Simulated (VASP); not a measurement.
# Zr2NbN3 (R-3m) in VASP: further runs, part 2 of 2

VASP 6.6.1.

### 4 Relaxation of cell and atoms, PBE

This run uses another cell than the first one, of 14.40 Å³/atom.

Contents of INCAR:

```
PREC = Accurate ; ENCUT = 600
EDIFF = 1E-7 ; ISMEAR = 0
SIGMA = 0.1 ; LREAL = F
LASPH = T ; NELM = 100
ALGO = Normal ; ISIF = 3
LWAVE = F ; LCHARG = F
GGA = PE ; IBRION = 2
NSW = 90 ; EDIFFG = -0.04
```

Contents of KPOINTS:

```
Automatic mesh
0
Gamma
  6 6 6
```

Contents of POSCAR:

```
Zr2NbN3
1.0
    2.5582982900      1.4770342000      3.8119526700
   -2.5582982900      1.4770342000      3.8119526700
    0.0000000000     -2.9540684100      3.8119526700
Zr Nb N
2 1 3
Direct
    0.6269865000      0.6269865000      0.6269865000
    0.3730135000      0.3730135000      0.3730135000
    0.0000000000      0.0000000000      0.0000000000
    0.0000000000      0.5000000000      0.0000000000
    0.5000000000      0.0000000000      0.0000000000
    0.0000000000      0.0000000000      0.5000000000
```

Potentials or basis: VASP PAW PBE potentials, release 64 (Zr_sv, Nb_sv, N).

The run is started by

```sh
cat potpaw_PBE.64/Zr_sv/POTCAR potpaw_PBE.64/Nb_sv/POTCAR potpaw_PBE.64/N/POTCAR > POTCAR
mpirun -np 1 vasp_std > vasp.out
```

OUTCAR:

```text
PREC = Accurate
   ENCUT = 600
   EDIFF = 1E-7
   ISMEAR = 0
   LREAL = F
   LASPH = T
   NELM = 100
   ISIF = 3
   GGA = PE
   IBRION = 2
   NSW = 90
   EDIFFG = -0.04

 ion  position               nearest neighbor table
   1  0.627  0.627  0.627-   6 2.78   5 2.78   4 2.78   2 2.90   3 2.99   3 2.99   3 2.99   2 3.09
                             2 3.09   2 3.09
   2  0.373  0.373  0.373-   6 2.78   5 2.78   4 2.78   1 2.90   3 2.99   3 2.99   3 2.99   1 3.09
                             1 3.09   1 3.09
   3  0.000  0.000  0.000-   4 2.41   5 2.41   4 2.41   5 2.41   6 2.41   6 2.41   2 2.99   1 2.99
                             2 2.99   1 2.99   2 2.99   1 2.99
   4  0.000  0.500  0.000-   3 2.41   3 2.41   1 2.78   2 2.78
   5  0.500  0.000  0.000-   3 2.41   3 2.41   1 2.78   2 2.78
   6  0.000  0.000  0.500-   3 2.41   3 2.41   1 2.78   2 2.78

  LATTYP: Found a trigonal (rhomboedric) cell.
 ALAT       =     4.8226033765
 COS(alpha) =     0.4371803328

  Lattice vectors:

 A1 = (   2.5582982900,   1.4770342000,   3.8119526700)
 A2 = (  -2.5582982900,   1.4770342000,   3.8119526700)
 A3 = (   0.0000000000,  -2.9540684100,   3.8119526700)

Analysis of symmetry for initial positions (statically):
=====================================================================
 Subroutine PRICEL returns:
 Original cell was already a primitive cell.

 Routine SETGRP: Setting up the symmetry group for a
 trigonal (rhombohedral) supercell.

[... 288 lines left out ...]
  FREE ENERGIE OF THE ION-ELECTRON SYSTEM (eV)
  ---------------------------------------------------
  free  energy   TOTEN  =       -51.0992375328 eV

  energy  without entropy=      -51.0765299355  energy(sigma->0) =      -51.08788373

 E-fermi :  10.2008     XC(G=0): -11.6298

 val. band max:       10.1687070375   @ k =  -0.3333   0.3333   0.1667
 cond. band min:      10.2261600417   @ k =   0.5000   0.5000   0.3333
 fundamental gap:      0.0574530042
 Fermi energy:        10.2007994888

 k-point     1 :       0.0000    0.0000    0.0000
  band No.  band energies     occupation
      1     -45.8731      2.00000
      2     -39.5257      2.00000
      3     -39.4393      2.00000
      4     -22.1485      2.00000
      5     -22.0216      2.00000
      6     -22.0216      2.00000
[... 805 lines left out ...]
     30      11.4984      0.00000
     31      11.9267      0.00000

 [... further k-points ...]

[... ionic steps 4 to 23 ...]

--------------------------------------- Ionic step       24  -------------------------------------------

 number of electron      52.0000003 magnetization

------------------------ aborting loop because EDIFF is reached ----------------------------------------
[... 75 lines left out ...]
--------------------------------------- Ionic step       26  -------------------------------------------

 number of electron      52.0000004 magnetization

 Free energy of the ion-electron system (eV)
  ---------------------------------------------------
  ext. energy  EPLUGINS =         0.00000000
  ---------------------------------------------------
  free energy    TOTEN  =       -56.36090163 eV

  energy without entropy =      -56.34499675  energy(sigma->0) =      -56.35294919

 E-fermi :   9.8850     XC(G=0): -11.6944

 val. band max:        9.8747247366   @ k =  -0.1667   0.5000   0.1667
 cond. band min:       9.8939211532   @ k =  -0.3333  -0.3333   0.1667
 fundamental gap:      0.0191964166
 Fermi energy:         9.8849889217

 k-point     1 :       0.0000    0.0000    0.0000
  band No.  band energies     occupation
      1     -45.8078      2.00000
      2     -39.5551      2.00000
      3     -39.4830      2.00000
      4     -21.9569      2.00000
      5     -21.9395      2.00000
      6     -21.9395      2.00000
[... 840 lines left out ...]
  FREE ENERGIE OF THE ION-ELECTRON SYSTEM (eV)
  ---------------------------------------------------
  free  energy   TOTEN  =       -56.3609016252 eV

  energy  without entropy=      -56.3449967537  energy(sigma->0) =      -56.35294919

 reached required accuracy - stopping structural energy minimisation
```

OSZICAR:

```text
N       E                     dE             d eps       ncg     rms          rms(c)
DAV:   1     0.570571929770E+03    0.57057E+03   -0.30604E+04  1984   0.189E+03
DAV:   2     0.480941973243E+01   -0.56576E+03   -0.55455E+03  2325   0.569E+02
DAV:   3    -0.530786375455E+02   -0.57888E+02   -0.56611E+02  3400   0.143E+02
[... 344 lines left out ...]
DAV:   6    -0.563608796250E+02   -0.23295E-04   -0.11581E-04  3400   0.487E-02    0.353E-02
DAV:   7    -0.563608994079E+02   -0.19783E-04   -0.61807E-05  3944   0.400E-02    0.923E-03
DAV:   8    -0.563609012677E+02   -0.18598E-05   -0.25909E-06  2496   0.110E-02    0.191E-03
DAV:   9    -0.563609016104E+02   -0.34271E-06   -0.13844E-07  1693   0.387E-03    0.779E-04
DAV:  10    -0.563609016252E+02   -0.14752E-07   -0.32192E-08  1447   0.177E-03
  26 F= -.56360902E+02 E0= -.56352949E+02  d E =-.870012E-03
```

Run time: 50 min. Hardware: 1 thread of Intel Xeon 6975P-C (Granite Rapids), shared host; peak memory 0.33 GiB.

Results:

| Item | Value |
| --- | --- |
| Free energy | -56.3609 eV |
| Relaxed volume | 13.78 Å³/atom |
| Relaxed cell | a = 4.431 Å, b = 4.431 Å, c = 4.431 Å, α = 78.92°, β = 78.92°, γ = 78.92° |
| Space group after relaxing (to 0.1 Å) | R-3m (No. 166) |
| Energy gained by relaxing | 1378.6 meV/atom |
| Ionic steps | 26 |
| Pressure after relaxing | 0.1 GPa |
| Largest force after relaxing | 0.037 eV/Å |
| Band gap on the k mesh | zero (bands 26 and 27 overlap by 1.36 eV) |

Forces on the atoms (eV/Å):
```
Zr   0.000  0.000  0.037
Zr   0.000  0.000 -0.037
Nb   0.000  0.000  0.000
N    0.000  0.000  0.000
N    0.000  0.000  0.000
N    0.000  0.000  0.000
```

The path:
| step | energy change (eV) | largest force (eV/Å) | pressure (GPa) | volume (Å³) |
| --- | --- | --- | --- | --- |
| 1 | 0.0000 | 1.8468 | -20.75 | 86.43 |
| 2 | -2.9714 | 5.0282 | 33.39 | 64.60 |
| 3 | -3.0101 | 4.7978 | 24.43 | 66.34 |
| 4 | -4.5454 | 4.1999 | 45.31 | 63.56 |
| 5 | -4.5702 | 2.6579 | 62.21 | 62.02 |
| 6 | -6.1606 | 0.8078 | 45.90 | 66.60 |
| 7 | -6.7908 | 0.7409 | 36.51 | 71.13 |
| 8 | -6.3696 | 4.5437 | 27.22 | 80.22 |
| 9 | -6.9370 | 1.3271 | 32.28 | 73.99 |
| 10 | -6.8952 | 2.4493 | 29.28 | 76.79 |
| 11 | -7.8926 | 0.5999 | 4.70 | 82.93 |
| 12 | -7.9464 | 1.4735 | -3.09 | 85.53 |
| 13 | -7.9497 | 1.3393 | -1.86 | 85.09 |
| 14 | -8.0453 | 0.9770 | -1.64 | 85.02 |
| 15 | -8.2040 | 0.0165 | -0.61 | 84.72 |
| 16 | -8.2266 | 0.4049 | 0.17 | 84.54 |
| 17 | -8.2292 | 0.5578 | 0.58 | 84.45 |
| 18 | -8.2479 | 0.2121 | -1.57 | 84.75 |
| 19 | -8.2511 | 0.0056 | -2.78 | 84.92 |
| 20 | -8.2620 | 0.0670 | -2.33 | 84.33 |
| 21 | -8.2664 | 0.1393 | -1.84 | 83.77 |
| 22 | -8.2708 | 0.0726 | -0.29 | 83.24 |
| 23 | -8.2709 | 0.0943 | -0.13 | 83.19 |
| 24 | -8.2712 | 0.0813 | -0.10 | 83.14 |
| 25 | -8.2718 | 0.0421 | -0.02 | 82.98 |
| 26 | -8.2718 | 0.0366 | 0.15 | 82.68 |

Final structure:
```
Zr Nb N
1.0
     2.81593    1.62578    3.00986
    -2.81593    1.62578    3.00986
     0.00000   -3.25156    3.00986
Zr Nb N
2 1 3
Direct
  0.68529 0.68529 0.68529
  0.31471 0.31471 0.31471
  0.00000 0.00000 0.00000
  0.00000 0.50000 0.00000
  0.50000 0.00000 0.00000
  0.00000 0.00000 0.50000
```

### 5 Single point, PBE

Contents of INCAR:

```
SYSTEM = Zr2NbN3
PREC = Accurate ; ENCUT = 520
EDIFF = 1E-6 ; ISMEAR = 0
SIGMA = 0.1 ; LREAL = .False.
LASPH = .True. ; NELM = 100
ALGO = Normal ; ISIF = 2
LWAVE = .False. ; LCHARG = .True.
GGA = PE ; LELF = .True.
LVHAR = .True. ; NBANDS = 35
```

Contents of KPOINTS:

```
regular mesh
0
Gamma
  12 12 12
  0 0 0
```

Contents of POSCAR:

```
Zr2NbN3
1.0
    2.8199192414      1.6280811331      3.0095136448
   -2.8199192414      1.6280811331      3.0095136448
    0.0000000000     -3.2561622662      3.0095136449
Zr Nb N
2 1 3
Direct
    0.6856540380      0.6856540380      0.6856540380
    0.3143459620      0.3143459620      0.3143459620
    0.0000000000      0.0000000000      0.0000000000
    0.0000000000      0.5000000000      0.0000000000
    0.5000000000      0.0000000000      0.0000000000
    0.0000000000      0.0000000000      0.5000000000
```

Potentials or basis: VASP PAW PBE potentials, release 64 (Zr_sv, Nb_sv, N).

The run is started by

```sh
cat potpaw_PBE.64/Zr_sv/POTCAR potpaw_PBE.64/Nb_sv/POTCAR potpaw_PBE.64/N/POTCAR > POTCAR
mpirun -np 1 vasp_std > vasp.out
```

OUTCAR:

```text
SYSTEM = Zr2NbN3
   PREC = Accurate
   ENCUT = 520
   EDIFF = 1E-6
   ISMEAR = 0
   LREAL = .False.
   LASPH = .True.
   NELM = 100
   ISIF = 2
   GGA = PE

 ion  position               nearest neighbor table
   1  0.686  0.686  0.686-   6 2.10   5 2.10   4 2.10   3 2.84   3 3.26   3 3.26   3 3.26   2 3.27
                             2 3.27   2 3.27   2 3.35
   2  0.314  0.314  0.314-   6 2.10   5 2.10   4 2.10   3 2.84   3 3.26   3 3.26   3 3.26   1 3.27
                             1 3.27   1 3.27   1 3.35
   3  0.000  0.000  0.000-   4 2.22   5 2.22   4 2.22   5 2.22   6 2.22   6 2.22   1 2.84   2 2.84
                             2 3.26   1 3.26   2 3.26   1 3.26   2 3.26   1 3.26
   4  0.000  0.500  0.000-   1 2.10   2 2.10   3 2.22   3 2.22
   5  0.500  0.000  0.000-   1 2.10   2 2.10   3 2.22   3 2.22
[... 1122 lines left out ...]
  Total       -0.0228346     -0.0228346     -0.0238870      0.0000000      0.0000000      0.0000000
  in kB       -0.4413106     -0.4413106     -0.4616485      0.0000000      0.0000000      0.0000000
  external PRESSURE =      -0.4480899 kB  Pullay stress =       0.0000000 kB

 VOLUME and BASIS-vectors are now :
 -----------------------------------------------------------------------------
  energy-cutoff  :      520.00
  volume of cell :       82.90
      direct lattice vectors                 reciprocal lattice vectors
     2.819919241  1.628081133  3.009513645     0.177310042  0.102370001  0.110759868
    -2.819919241  1.628081133  3.009513645    -0.177310042  0.102370001  0.110759868
     0.000000000 -3.256162266  3.009513645     0.000000000 -0.204740001  0.110759868

 POSITION                                       TOTAL-FORCE (eV/Angst)
 -----------------------------------------------------------------------------------
      0.00000      0.00000      6.19046         0.000000     -0.000000     -0.023521
      0.00000      0.00000      2.83809         0.000000     -0.000000      0.023521
      0.00000      0.00000      0.00000         0.000000     -0.000000      0.000000
     -1.40996      0.81404      1.50476        -0.000000      0.000000     -0.000000
      1.40996      0.81404      1.50476         0.000000     -0.000000      0.000000
      0.00000     -1.62808      1.50476         0.000000     -0.000000      0.000000
 -----------------------------------------------------------------------------------
    total drift:                               -0.000000      0.000000     -0.000000

  FREE ENERGIE OF THE ION-ELECTRON SYSTEM (eV)
  ---------------------------------------------------
  free  energy   TOTEN  =       -56.3524453133 eV

  energy  without entropy=      -56.3367859105  energy(sigma->0) =      -56.34461561
```

stdout:

```text
POSCAR found type information on POSCAR ZrNbN
 POSCAR found :  3 types and       6 ions
 scaLAPACK will be used
 LDA part: xc-table for (Slater+PW92), standard interpolation
 POSCAR, INCAR and KPOINTS ok, starting setup
 FFT: planning ... GRIDC
 FFT: planning ... GRID_SOFT
 FFT: planning ... GRID
 WAVECAR not read
 entering main loop
```

Wall time 9 min (1 thread of Intel Xeon 6975P-C (Granite Rapids), shared host); peak memory 0.57 GiB.

Results:

| Item | Value |
| --- | --- |
| Free energy | -56.3524 eV |
| Pressure | 0.0 GPa |
| Largest force | 0.024 eV/Å |
| Band gap on the k mesh | zero (bands 26 and 27 overlap by 1.38 eV) |

Forces on the atoms (eV/Å):
```
Zr   0.000  0.000 -0.024
Zr   0.000  0.000  0.024
Nb   0.000  0.000  0.000
N    0.000  0.000  0.000
N    0.000  0.000  0.000
N    0.000  0.000  0.000
```

### 6 Overview

| task | cell | k mesh | cutoff (eV) | gap on the mesh (eV) | pressure (GPa) | largest force (eV/Å) |
| --- | --- | --- | --- | --- | --- | --- |
| single point | a = 4.436 Å, angles 78.9°, 6 atoms, atomic positions A | 6 × 6 × 6 | 520 | none | 0.0 | 0.02 |
| single point | a = 4.823 Å, angles 64.1°, 6 atoms, atomic positions B | 6 × 6 × 6 | 520 | none | -20.7 | 1.85 |
| relaxation of cell and atoms | relaxed from a = 4.823 Å, angles 64.1°, 6 atoms, atomic positions B | 6 × 6 × 6 | 600 | none | 0.1 | 0.04 |
| single point | a = 4.434 Å, angles 79.0°, 6 atoms, atomic positions A | 12 × 12 × 12 | 520 | none | 0.0 | 0.02 |

Alike in all rows: level PBE; potentials or basis VASP PAW PBE potentials, release 64 (Zr_sv, Nb_sv, N); no spin polarisation; smearing gaussian 0.1 eV.

Caveats: the cell stands under tension (at least some runs); forces of over 1 eV/Å act on the atoms, so gaps and moduli don't describe the material at rest (at least some runs).

Total energies depend on the potentials used, so only differences within one code and one set of settings carry meaning.
